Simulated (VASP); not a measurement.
# Al2H (R-3m) in VASP: single point with PBE

Aim: the single point of Al2H with PBE.

Everything below comes from runs of VASP 6.6.1. Logs are shortened: lines on timing, memory, paths and dates and some standing lists are left out, and cuts for length are marked.

**1. The cell of the first run**

It takes space group R-3m (No. 166, trigonal). The conventional cell has a = 3.134 Å, b = 3.134 Å, c = 15.533 Å, α = 90.00°, β = 90.00°, γ = 120.00°. Al (site symmetry 3m) has 3 H at 2.16 Å within 2.9 Å. Within 2.9 Å of H (site symmetry -3m) lie 6 Al at 2.16 Å.

**2. Single point, PBE**

INCAR

```
SYSTEM = Al2H
  PREC = Accurate
  ENCUT = 520
  EDIFF = 1E-7
  ISMEAR = 0
  SIGMA = 0.1
  LREAL = .False.
  LASPH = .True.
  NELM = 60
  ALGO = Normal
  ISIF = 2
  LWAVE = .False.
  LCHARG = .True.
  GGA = PE
  LELF = .True.
  LVHAR = .True.
  NBANDS = 10
```

KPOINTS

```
regular mesh
0
Gamma
  6 6 6
  0 0 0
```

POSCAR

```
Al2H
1.0
    1.5671450400      0.9047916100      5.1776453400
   -1.5671450400      0.9047916100      5.1776453400
    0.0000000000     -1.8095832200      5.1776453400
Al H
2 1
Direct
    0.2579300100      0.2579300100      0.2579300100
    0.7420699900      0.7420699900      0.7420699900
    0.0000000000      0.0000000000      0.0000000000
```

Potentials or basis: VASP PAW PBE potentials, release 64 (Al, H).

Launch:

```sh
$ cat potpaw_PBE.64/Al/POTCAR potpaw_PBE.64/H/POTCAR > POTCAR
$ mpirun -np 1 vasp_std > vasp.out
```

OUTCAR:

```text
SYSTEM = Al2H
   PREC = Accurate
   ENCUT = 520
   EDIFF = 1E-7
   ISMEAR = 0
   LREAL = .False.
   LASPH = .True.
   NELM = 60
   ISIF = 2
   GGA = PE

 ion  position               nearest neighbor table
   1  0.258  0.258  0.258-   2 2.96   2 2.96   2 2.96   2 3.36   2 3.36   2 3.36
   2  0.742  0.742  0.742-   1 2.96   1 2.96   1 2.96   1 3.36   1 3.36   1 3.36
   3  0.000  0.000  0.000-

  LATTYP: Found a trigonal (rhomboedric) cell.
 ALAT       =     5.4847609520
 COS(alpha) =     0.8367200074

  Lattice vectors:

 A1 = (   1.5671450400,   0.9047916100,   5.1776453400)
 A2 = (  -1.5671450400,   0.9047916100,   5.1776453400)
 A3 = (   0.0000000000,  -1.8095832200,   5.1776453400)

Analysis of symmetry for initial positions (statically):
=====================================================================
 Subroutine PRICEL returns:
 Original cell was already a primitive cell.

 Routine SETGRP: Setting up the symmetry group for a
 trigonal (rhombohedral) supercell.

 Subroutine GETGRP returns: Found 12 space group operations
 (whereof 12 operations were pure point group operations)
 out of a pool of 12 trial point group operations.

The static configuration has the point symmetry D_3d.

Analysis of symmetry for dynamics (positions and initial velocities):
=====================================================================
 Subroutine PRICEL returns:
 Original cell was already a primitive cell.

 Routine SETGRP: Setting up the symmetry group for a
 trigonal (rhombohedral) supercell.

 Subroutine GETGRP returns: Found 12 space group operations
 (whereof 12 operations were pure point group operations)
 out of a pool of 12 trial point group operations.

The dynamic configuration has the point symmetry D_3d.

 Subroutine INISYM returns: Found 12 space group operations
 (whereof 12 operations are pure point group operations),
 and found     1 'primitive' translations

----------------------------------------------------------------------------------------

                                     Primitive cell

  volume of cell :      44.0495

  direct lattice vectors                    reciprocal lattice vectors
     1.567145040  0.904791610  5.177645340     0.319051515  0.184204478  0.064379329
    -1.567145040  0.904791610  5.177645340    -0.319051515  0.184204478  0.064379329
     0.000000000 -1.809583220  5.177645340     0.000000000 -0.368408957  0.064379329

  length of vectors
     5.484760952  5.484760952  5.484760952     0.373991788  0.373991788  0.373991788

  position of ions in fractional coordinates (direct lattice)
     0.257930010  0.257930010  0.257930010
     0.742069990  0.742069990  0.742069990
     0.000000000  0.000000000  0.000000000

  ion indices of the primitive-cell ions
   primitive index   ion index
                 1           1
                 2           2
                 3           3

----------------------------------------------------------------------------------------

 KPOINTS: regular mesh

Automatic generation of k-mesh.
 Grid dimensions read from file:
 generate k-points for:    6    6    6

 Generating k-lattice:

  Cartesian coordinates                     Fractional coordinates (reciprocal lattice)
     0.053175253  0.030700746  0.010729888     0.166666667  0.000000000  0.000000000
    -0.053175253  0.030700746  0.010729888     0.000000000  0.166666667  0.000000000
     0.000000000 -0.061401493  0.010729888     0.000000000  0.000000000  0.166666667

  Length of vectors
     0.062331965  0.062331965  0.062331965

  Shift w.r.t. Gamma in fractional coordinates (k-lattice)
     0.000000000  0.000000000  0.000000000

 Subroutine IBZKPT returns following result:
 ===========================================

 Found     32 irreducible k-points:

 Following reciprocal coordinates:
            Coordinates               Weight
  0.000000  0.000000  0.000000      1.000000
  0.166667 -0.000000 -0.000000      6.000000
  0.333333 -0.000000 -0.000000      6.000000
  0.500000  0.000000 -0.000000      3.000000
  0.166667  0.166667 -0.000000      6.000000
  0.333333  0.166667 -0.000000     12.000000
[... 16 lines left out ...]
  0.500000  0.500000  0.166667      6.000000
 -0.333333  0.500000  0.166667     12.000000
 [... further k-points ...]
   k-points           NKPTS =     32   k-points in BZ     NKDIM =     32   number of bands    NBANDS=     10
   number of dos      NEDOS =    301   number of ions     NIONS =      3
   total plane-waves  NPLWV =  74088
   dimension x,y,z NGX =    42 NGY =   42 NGZ =   42
   dimension x,y,z NGXF=    84 NGYF=   84 NGZF=   84
   ions per type =               2   1
   NGX,Y,Z   is equivalent  to a cutoff of  12.73, 12.73, 12.73 a.u.
   NGXF,Y,Z  is equivalent  to a cutoff of  25.46, 25.46, 25.46 a.u.
 SYSTEM =  Al2H
   PREC   = accura    normal or accurate (medium, high low for compatibility)
   ISTART =      0    job   : 0-new  1-cont  2-samecut
   ICHARG =      2    charge: 1-file 2-atom 10-const
   ISPIN  =      1    spin polarized calculation?
   LNONCOLLINEAR =      F non collinear calculations
   LSORBIT =      F    spin-orbit coupling
   LASPH  =      T    aspherical Exc in radial PAW
   ENCUT  =  520.0 eV  38.22 Ry    6.18 a.u.  10.20 10.20 10.20*2*pi/ulx,y,z
   NELM   =     60;   NELMIN=  2; NELMDL= -5     # of ELM steps
   EDIFF  = 0.1E-06   stopping-criterion for ELM
   LREAL  =      F    real-space projection
   EDIFFG = 0.1E-05   stopping-criterion for IOM
   NSW    =      0    number of steps for IOM
   IBRION =     -1    ionic relax: 0-MD 1-quasi-New 2-CG
   NFREE  =      0    steps in history (QN), initial steepest desc. (CG)
   ISIF   =      2    stress and relaxation
   ISYM   =      2    0-nonsym 1-usesym 2-fastsym
   POTIM  = 0.5000    time-step for ionic-motion
   TEBEG  =    0.0;   TEEND  =   0.0 temperature during run
   PSTRESS=    0.0 pullay stress
   NELECT =       7.0000    total number of electrons
   NUPDOWN=      -1.0000    fix difference up-down
   EMIN   =  10.00;   EMAX   =-10.00  energy-range for DOS
   EFERMI =   0.00;   METHOD = LEGACY
   ISMEAR =     0;   SIGMA  =   0.10  broadening in eV -4-tet -1-fermi 0-gaus
   EFERMI_NEDOS =   21; number of points for ismear=-14 and -15
   IALGO  =     38    algorithm
   IMIX   =      4    mixing-type and parameters
     AMIX     =   0.40;   BMIX     =  1.00
     AMIX_MAG =   1.60;   BMIX_MAG =  1.00
  volume/ion in A,a.u.               =      14.68        99.09
  Fermi-wavevector in a.u.,A,eV,Ry     =   0.886735  1.675686 10.698241  0.786299
  Thomas-Fermi vector in A             =   2.007940
   LORBIT       =      0    0 simple, 1 ext, 2 COOP (PROOUT), +10 PAW based schemes
   GGA     = PE    functional components
   LHFCALC =     F    Hartree Fock is set to
   AEXX    =    0.0000 exact exchange contribution
   IVDW    =     0    specifies the selected vdW correction
   LEPSILON=     F    determine dielectric tensor
   LRPA    =     F    only Hartree local field effects (RPA)
 non-spin polarized calculation
 Gauss-broadening in eV      SIGMA  =   0.10
  energy-cutoff  :      520.00
  volume of cell :       44.05
 maximum number of plane-waves:      1207
 NGX is ok and might be reduce to    42
   NGX = 21   NGY = 21   NGZ = 21

 number of electron       7.0000000 magnetization

 Free energy of the ion-electron system (eV)
  ---------------------------------------------------
  ext. energy  EPLUGINS =         0.00000000
  ---------------------------------------------------
  free energy    TOTEN  =        -9.51666733 eV

  energy without entropy =       -9.50656822  energy(sigma->0) =       -9.51161777

 E-fermi :   5.6429     XC(G=0):  -9.4854

 val. band max:        5.6145996461   @ k =   0.5000   0.1667   0.0000
 cond. band min:       5.6675229876   @ k =  -0.1667   0.3333   0.1667
 fundamental gap:      0.0529233415
 Fermi energy:         5.6428895277

 k-point     1 :       0.0000    0.0000    0.0000
  band No.  band energies     occupation
      1      -5.3239      2.00000
      2       1.0600      2.00000
      3       1.2135      2.00000
      4      11.6183      0.00000
      5      14.0078      0.00000
      6      14.0078      0.00000
      7      14.4861      0.00000
      8      14.4861      0.00000
      9      15.7288      0.00000
     10      16.4929      0.00000

 k-point     2 :       0.1667   -0.0000   -0.0000
  band No.  band energies     occupation
      1      -4.7808      2.00000
      2       1.1210      2.00000
      3       2.2379      2.00000
      4       8.2201      0.00000
      5      11.5820      0.00000
      6      11.8557      0.00000
      7      12.3125      0.00000
      8      14.0269      0.00000
      9      15.2338      0.00000
     10      15.9114      0.00000

 k-point     3 :       0.3333   -0.0000   -0.0000
  band No.  band energies     occupation
      1      -3.2011      2.00000
      2       2.1166      2.00000
      3       3.6292      2.00000
      4       4.6225      2.00000
      5       7.9269      0.00000
      6      10.2123      0.00000
      7      10.4247      0.00000
      8      12.3660      0.00000
      9      12.4313      0.00000
     10      14.1100      0.00000

 k-point     4 :       0.5000    0.0000   -0.0000
  band No.  band energies     occupation
      1      -1.4048      2.00000
      2       0.7894      2.00000
      3       4.1558      2.00000
      4       4.8810      2.00000
      5       7.4000      0.00000
      6       8.0333      0.00000
      7       9.9490      0.00000
      8      10.3569      0.00000
      9      11.8908      0.00000
     10      13.5235      0.00000
[... 222 lines left out ...]
 k-point    22 :      -0.1667    0.3333    0.1667
  band No.  band energies     occupation
      1      -1.7824      2.00000
      2       2.1869      2.00000
      3       3.9387      2.00000
      4       5.3286      1.99999
      5       5.6675      0.72756
      6       6.2506      0.00000
      7       9.5584      0.00000
      8      12.9523      0.00000
      9      13.2432      0.00000
     10      15.2335      0.00000

 k-point    23 :       0.5000    0.5000    0.1667
  band No.  band energies     occupation
      1      -2.9283      2.00000
      2       0.5617      2.00000
      3       3.6730      2.00000
      4       7.4365      0.00000
      5       8.0678      0.00000
      6       9.8927      0.00000
      7       9.9386      0.00000
      8      11.7776      0.00000
      9      13.0077      0.00000
     10      14.4839      0.00000

 k-point    24 :      -0.3333    0.5000    0.1667
  band No.  band energies     occupation
      1      -1.5385      2.00000
      2       1.9718      2.00000
      3       2.3287      2.00000
      4       5.4070      1.99915
      5       6.3751      0.00000
      6       9.9307      0.00000
      7      10.1541      0.00000
      8      10.8730      0.00000
      9      11.9665      0.00000
     10      13.2426      0.00000

 [... further k-points ...]

------------------------ aborting loop because EDIFF is reached ----------------------------------------

  FORCE on cell =-STRESS in cart. coord.  units (eV):
  Direction    XX          YY          ZZ          XY          YZ          ZX
  --------------------------------------------------------------------------------------
  -------------------------------------------------------------------------------------
  Total       -1.5246001     -1.5246001     -2.6901155      0.0000000      0.0000000      0.0000000
  in kB      -55.4530210    -55.4530209    -97.8453518      0.0000000      0.0000000      0.0000000
  external PRESSURE =     -69.5837979 kB  Pullay stress =       0.0000000 kB

 VOLUME and BASIS-vectors are now :
 -----------------------------------------------------------------------------
  energy-cutoff  :      520.00
  volume of cell :       44.05
      direct lattice vectors                 reciprocal lattice vectors
     1.567145040  0.904791610  5.177645340     0.319051515  0.184204478  0.064379329
    -1.567145040  0.904791610  5.177645340    -0.319051515  0.184204478  0.064379329
     0.000000000 -1.809583220  5.177645340     0.000000000 -0.368408957  0.064379329

 POSITION                                       TOTAL-FORCE (eV/Angst)
 -----------------------------------------------------------------------------------
      0.00000      0.00000      4.00641        -0.000000     -0.000000     -0.521221
      0.00000      0.00000     11.52653        -0.000000      0.000000      0.521221
      0.00000      0.00000      0.00000         0.000000     -0.000000      0.000000
 -----------------------------------------------------------------------------------
    total drift:                                0.000000     -0.000000      0.000000

  FREE ENERGIE OF THE ION-ELECTRON SYSTEM (eV)
  ---------------------------------------------------
  free  energy   TOTEN  =        -9.5166673329 eV

  energy  without entropy=       -9.5065682170  energy(sigma->0) =       -9.51161777
```

Run time: 76 s. Hardware: 1 thread of Intel Xeon 8259CL, shared host; peak memory 0.24 GiB.

What came out:

```
Free energy   : -9.5167 eV
Pressure      : -7.0 GPa
Largest force : 0.521 eV/Å
```

Forces in eV/Å, atoms in the order of the input:
```
Al   0.000  0.000 -0.521
Al   0.000  0.000  0.521
H    0.000  0.000  0.000
```

Caveat: the k points lie up to 0.39 Å⁻¹ apart.
